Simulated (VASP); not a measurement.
# YAl2N3: single point with PBE

The system is YAl2N3.

```xyz
6
Lattice="2.4975 -2.5132 0.0000 2.4975 2.5132 0.0000 0.0000 0.0000 5.8643" Properties=species:S:1:pos:R:3 pbc="T T T"
Y     2.4975    0.0000    0.0000
Al    0.0000    0.0000    1.8505
Al    0.0000    0.0000    4.0138
N     1.2488    1.2566    2.9322
N     1.2488   -1.2566    2.9322
N     0.0000    0.0000    0.0000
```

```
Program             : VASP 6.6.1
Task                : single point
Functional          : PBE
Potentials or basis : VASP PAW PBE potentials, release 64 (Y_sv, Al, N)
Cutoff              : 520 eV
k mesh              : 6 × 6 × 4
Occupations         : gaussian, width 0.1 eV
Spin                : no spin polarisation
```

```
Pressure               : 0.0 GPa
Largest force          : 0.016 eV/Å
Band gap on the k mesh : zero (band 16 reaches 8.55 eV, above the bottom of band 17 at 6.93 eV)
```

Forces in eV/Å, atoms in the order of the input:
```
Y    0.000  0.000  0.000
Al   0.000  0.000 -0.016
Al   0.000  0.000  0.016
N    0.000  0.000  0.000
N    0.000  0.000  0.000
N    0.000  0.000  0.000
```

Levels at points of the mesh, in eV from the Fermi level:
```
           k point  band 12  band 13  band 14  band 15  band 16  band 17  band 18  band 19  band 20  band 21
(0.00, 0.00, 0.00)    -3.91    -3.88    -2.47    -1.39    -1.22     0.07     0.17     0.85     0.91     1.59
(0.50, 0.00, 0.00)    -4.85    -4.59    -3.81    -2.24    -1.91     1.36     1.92     2.06     2.15     3.02
(0.50, 0.50, 0.00)    -4.99    -4.83    -4.79    -0.46     0.76     0.77     1.60     2.47     3.43     3.45
(0.00, 0.00, 0.50)    -4.05    -4.03    -3.02    -0.50    -0.02     0.08     1.66     1.70     1.77     2.25
(0.50, 0.00, 0.50)    -5.04    -4.83    -4.11    -2.03    -2.02     1.00     1.80     2.12     2.51     2.97
(0.50, 0.50, 0.50)    -5.35    -3.25    -3.22    -1.30    -1.29    -0.46     0.74     1.32     1.60     4.34
```

Run time: 63 s on 1 thread of Intel(R) Xeon(R) Platinum 8259CL CPU @ 2.50GHz (Skylake/Cascade Lake), on a shared host, peak memory 0.24 GiB.
